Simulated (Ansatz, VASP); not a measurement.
# CdS: VASP beside Ansatz

```
Cd S
1.0
     4.17748    0.00000    0.00000
    -2.08874    3.61781    0.00000
     0.00000    0.00000    6.78162
Cd S
2 2
Direct
  0.66667 0.33333 0.50000
  0.33333 0.66667 0.00000
  0.66667 0.33333 0.87500
  0.33333 0.66667 0.37500
```

Alike in both runs: task single point; functional BLYP; k mesh 7 × 7 × 4; occupations fermi-dirac, width 0.05 eV; no spin polarisation.

|  | VASP | Ansatz |
| --- | --- | --- |
| version | VASP 6.6.1 | Ansatz 0.2.0 |
| potentials or method | VASP PAW PBE potentials, release 64 (Cd, S) | Ansatz PAW |
| plane-wave cutoff (eV) | 520 | 420 |
| valence electrons in the cell | 36 | 52 |

```tsv
	VASP	Ansatz	Ansatz less VASP
gap on the k mesh at the Fermi level (eV)	1.11	1.09	-0.025
least direct gap on the mesh (eV)	1.11	1.09	-0.025
pressure (GPa)	4.3	3.9	-0.37
traceless stress, the component that is largest in VASP (GPa)	0.51	0.49	-0.016
rms of the force components (eV/Å)	0.037	0.036	-0.0011
```

VASP's potentials were made for PBE, not for BLYP. Atom by atom the forces differ by 0.001 eV/Å (rms over components). VASP's potentials hold 36 valence electrons a cell and Ansatz's 52, so a difference there can come from the potentials and not from the codes.

Noted on Ansatz's run: odd divisions of the mesh miss points on the zone boundary, where band edges often lie, so the gap on the mesh can be too wide.
